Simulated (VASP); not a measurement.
Wanted: the native input for a VASP 6.6.1 run.

```
Task                   : single point
Functional             : r2SCAN
Potentials or basis    : VASP PAW PBE potentials, release 64 (Re)
Cutoff                 : 520 eV
k mesh                 : 20 × 20 × 20
Occupations            : gaussian, width 0.15 eV
Spin                   : no spin polarisation
Dipole correction      : no
Further INCAR settings : ALGO = Normal; EDIFF = 1e-06; NBANDS = 10
```

Re:

```
Re
1.0
     0.01481    1.97500    1.97500
     1.97500    0.01481    1.97500
     1.98981    1.98981    0.00000
Re
1
Direct
  0.00000 0.00000 0.00000
```

This cell differs from its parent crystal: strain +0.0150 x Voigt [0, 0, 0, 0, 0, 1].

These files were run (other wordings do the same):

POSCAR

```
Re
1.0
    0.0148125000      1.9750000000      1.9750000000
    1.9750000000      0.0148125000      1.9750000000
    1.9898125000      1.9898125000      0.0000000000
Re
1
Direct
    0.0000000000      0.0000000000      0.0000000000
```

INCAR.step1

```
PREC = Accurate
ENCUT = 520
ISMEAR = 0
SIGMA = 0.15
LREAL = F
LASPH = T
NELM = 100
NBANDS = 10
GGA = PE
ALGO = Normal
EDIFF = 1E-4
LWAVE = T
LCHARG = F
```

INCAR.step2

```
PREC = Accurate
ENCUT = 520
EDIFF = 1E-6
ISMEAR = 0
SIGMA = 0.15
LREAL = F
LASPH = T
NELM = 100
ALGO = Normal
ISIF = 2
LWAVE = F
LCHARG = F
METAGGA = R2SCAN
LMIXTAU = T
NBANDS = 10
ISTART = 1
```

KPOINTS

```
regular mesh
0
Gamma
  20 20 20
```

Potentials or basis: VASP PAW PBE potentials, release 64 (Re).

Command:

```console
$ cat potpaw_PBE.64/Re/POTCAR > POTCAR
$ cp INCAR.step1 INCAR
$ mpirun -np 1 vasp_std > vasp.out
$ cp INCAR.step2 INCAR
$ mpirun -np 1 vasp_std > vasp.out
```

Results of the run:

```json
{
 "Pressure": "-15.6 GPa",
 "Band gap on the k mesh": "zero (an odd number of electrons rules out a gap without spin polarisation)"
}
```

Caveat: the cell differs from its parent crystal (strain +0.0150 x Voigt [0, 0, 0, 0, 0, 1]); the cell stands under tension; the PAW data sets were made with another functional, which shifts forces and pressure a little; spin-orbit coupling is left out, which moves the levels of the heavy elements.

It took 5.6 min on 1 thread of Intel(R) Xeon(R) Platinum 8488C (Sapphire Rapids) (shared host), peak memory 0.31 GiB.
